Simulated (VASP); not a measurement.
A run of VASP 6.6.1:

INCAR

```
  PREC = Accurate
  ENCUT = 520
  EDIFF = 1E-7
  ISMEAR = 0
  SIGMA = 0.1
  LREAL = F
  LASPH = T
  NELM = 100
  ALGO = Normal
  ISIF = 2
  LWAVE = F
  LCHARG = F
  GGA = PE
  NBANDS = 42
```

The input KPOINTS:

```
regular mesh
0
Gamma
  4 4 4
```

Contents of POSCAR:

```
WSe3
1.0
    6.9934615300      0.0000000000      0.0000000000
    0.0000000000      6.9934615300      0.0000000000
    0.0000000000      0.0000000000      5.1890160900
W Se
2 6
Direct
    0.5000000000      0.0000000000      0.9336000100
    0.0000000000      0.5000000000      0.0663999900
    0.2500000000      0.7500000000      0.0000000000
    0.7500000000      0.7500000000      0.0000000000
    0.7500000000      0.2500000000      0.0000000000
    0.2500000000      0.2500000000      0.0000000000
    0.5000000000      0.0000000000      0.4939999900
    0.0000000000      0.5000000000      0.5060000100
```

Potentials or basis: VASP PAW PBE potentials, release 64 (W_sv, Se).

The run is started by

```bash
$ cat potpaw_PBE.64/W_sv/POTCAR potpaw_PBE.64/Se/POTCAR > POTCAR
$ mpirun -np 1 vasp_std > vasp.out
```

Hardware: 1 thread of AMD EPYC 7R43 64-Core Processor (Zen 3), on a shared host.

Q: How long does it take, and how much memory?

A: Run time: 4.8 min on 1 thread of AMD EPYC 7R43 64-Core Processor (Zen 3), on a shared host, peak memory 0.37 GiB. Counts: scf iterations 16, k points 18.
